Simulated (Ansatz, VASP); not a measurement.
# One calculation of KF, two programs

```
K F
1.0
     0.00000    2.65441    2.65441
     2.65441    0.00000    2.65441
     2.65441    2.65441    0.00000
K F
1 1
Direct
  0.00000 0.00000 0.00000
  0.50000 0.50000 0.50000
```

Alike in both runs: task single point; functional LDA; k mesh 8 × 8 × 8; occupations gaussian, width 0.1 eV; collinear spin; Hubbard terms F p U = 1.2 eV.

```csv
,VASP,Ansatz
version,VASP 6.6.1,Ansatz 0.2.0
potentials or method,"VASP PAW LDA potentials, release 64 (K_sv, F), cutoff 600 eV","scalar-relativistic, plane waves, PAW"
valence electrons in the cell,16,16
```

|  | VASP | Ansatz | Ansatz less VASP |
| --- | --- | --- | --- |
| gap on the k mesh at the Fermi level (eV) | 5.99 | 6.36 | +0.368 |
| least direct gap on the mesh (eV) | 5.99 | 6.36 | +0.368 |
| net moment per atom (μB) | 0.00 | 0.00 | 0.000 |

LDA's correlation is that of Perdew and Zunger in VASP and of Perdew and Wang (1992) in Ansatz. The programs project onto different local orbitals, so the same U acts differently, and such runs can settle in different states. Ansatz's warnings: seeded moment not kept.
